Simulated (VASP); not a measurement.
Runs of VASP 6.6.1 on Ge. The structure is that of space group Fd-3m (No. 227), or close to it. The cells are those of the table. 

| task | cell | k mesh for the DOS | occupations for the DOS | gap on the mesh (eV) | pressure (GPa) |
| --- | --- | --- | --- | --- | --- |
| single point | a = 3.426 Å, angles 60.0°, 2 atoms | - | - | none | (a) |
| single point | a = 3.258 Å, angles 60.0°, 2 atoms | - | - | none | 169.9 |
| single point | a = 3.810 Å, angles 60.0°, 2 atoms | - | - | (c) | 12.6 |
| single point | a = 3.895 Å, angles 60.0°, 2 atoms | - | - | (b) | 5.3 |
| single point | a = 3.564 Å, angles 60.0°, 2 atoms | - | - | none | 51.2 |
| single point | a = 3.691 Å, angles 60.0°, 2 atoms | - | - | 0.07 | 27.3 |
| single point | a = 3.047 Å, angles 60.0°, 2 atoms | - | - | none | 359.8 |

Alike in all rows: level LDA; potentials or basis VASP PAW LDA potentials, release 64 (Ge_d); no spin polarisation; k mesh 12 × 12 × 12; cutoff (eV) 520; smearing fermi-dirac 0.1 eV.

Task: Fill in the values left out.

Result: (a) 90.2; (b) 0.33; (c) 0.26.

A k mesh can miss the band edges, and the runs leave out spin-orbit coupling on Ge.

A gap of «none» marks levels without a gap at the run's occupations.
